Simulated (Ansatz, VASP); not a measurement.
Cd in VASP and in Ansatz

INCAR

```
SYSTEM = Cd
PREC = Accurate
ENCUT = 520
EDIFF = 1E-8
ISMEAR = -1
SIGMA = 0.03
LREAL = .False.
LASPH = .True.
NELM = 80
ALGO = Normal
ISIF = 2
LWAVE = .False.
LCHARG = .False.
GGA = PE
LEFG = .True.
NBANDS = 12
```

Contents of KPOINTS:

```
Automatic mesh
0
Gamma
  14 14 14
  0 0 0
```

Contents of POSCAR:

```
Cd
1.0
    0.0000000000      2.2039936252      2.2039936252
    2.2039936252      0.0000000000      2.2039936252
    2.2039936252      2.2039936252      0.0000000000
Cd
1
Direct
    0.0000000000      0.0000000000      0.0000000000
```

Input for Ansatz:

```yaml
crystal:
  lattice:
    - [0.0, 2.2039936252, 2.2039936252]
    - [2.2039936252, 0.0, 2.2039936252]
    - [2.2039936252, 2.2039936252, 0.0]
  atoms:
    - { symbol: Cd, position: [0.0, 0.0, 0.0] }
kpoints:
  mp_grid: { grid: [14, 14, 14] }
scf:
  occupations: { method: fermi_dirac, width: 0.03 }
hamiltonian:
  xc: pbe
  pseudopotentials: { kind: paw }
output:
  forces: true
  stress: true
  eigenvalues: true
  efg: { contact_densities: true }
```

Change from the starting cell: volume scaled by 0.9405, PAW files.

Alike in both runs: task electric field gradients; functional PBE; k mesh 14 × 14 × 14; occupations fermi-dirac, width 0.03 eV; no spin polarisation.

```csv
,VASP,Ansatz
version,VASP 6.6.1,Ansatz 0.2.0
potentials or method,"VASP PAW PBE potentials, release 64 (Cd)","PAW with Ansatz's default frozen-core files, scalar-relativistic"
plane-wave cutoff (eV),520,420
valence electrons in the cell,12,20
```

Ansatz gave:

| Property | Result |
| --- | --- |
| pressure (GPa) | 3.2 |

Task: Which values does VASP return?

Result: Pressure (GPa): 3.6.

With one functional, cell and mesh, what is left measures potentials, basis and numerics. VASP's potentials hold 12 valence electrons a cell and Ansatz's 20, so a difference there can come from the potentials and not from the codes.
